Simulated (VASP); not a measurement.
Na, 2 atoms in the cell. It takes space group P6_3/mmc (No. 194, hexagonal). Conventional cell: a = 3.767 Å, b = 3.767 Å, c = 6.154 Å, α = 90.00°, β = 90.00°, γ = 120.00°. Na (site symmetry -6m2) has 12 Na at 3.77 Å within 4.9 Å. 

| Item | Value |
| --- | --- |
| Program | VASP 6.6.1 |
| Task | density of states |
| Functional | PBEsol |
| Potentials or basis | VASP PAW PBE potentials, release 64 (Na_pv) |
| Cutoff | 520 eV |
| k mesh | 5 × 5 × 3 |
| Occupations | fermi-dirac, width 0.05 eV |
| Spin | no spin polarisation |
| Dipole correction | no |
| k mesh for the DOS | 8 × 8 × 5 |
| Occupations for the DOS | tetrahedron |
| Further INCAR settings | ALGO = Normal; EDIFF = 1e-06; NBANDS = 14 |

Potentials or basis: VASP PAW PBE potentials, release 64 (Na_pv).

Command:

```console
$ cat potpaw_PBE.64/Na_pv/POTCAR > POTCAR
$ cp INCAR.step1 INCAR
$ cp KPOINTS.step1 KPOINTS
$ mpirun -np 1 vasp_std > vasp.out
$ cp INCAR.step2 INCAR
$ cp KPOINTS.step2 KPOINTS
$ mpirun -np 1 vasp_std > vasp.out
```

Hardware: 1 thread of AMD EPYC 7R13 Processor (Zen 3) (shared host).

Q: How long does it take, and how much memory?

A: It took 17 s on 1 thread of AMD EPYC 7R13 Processor (Zen 3) (shared host), peak memory 0.14 GiB. Counts: k points 30.
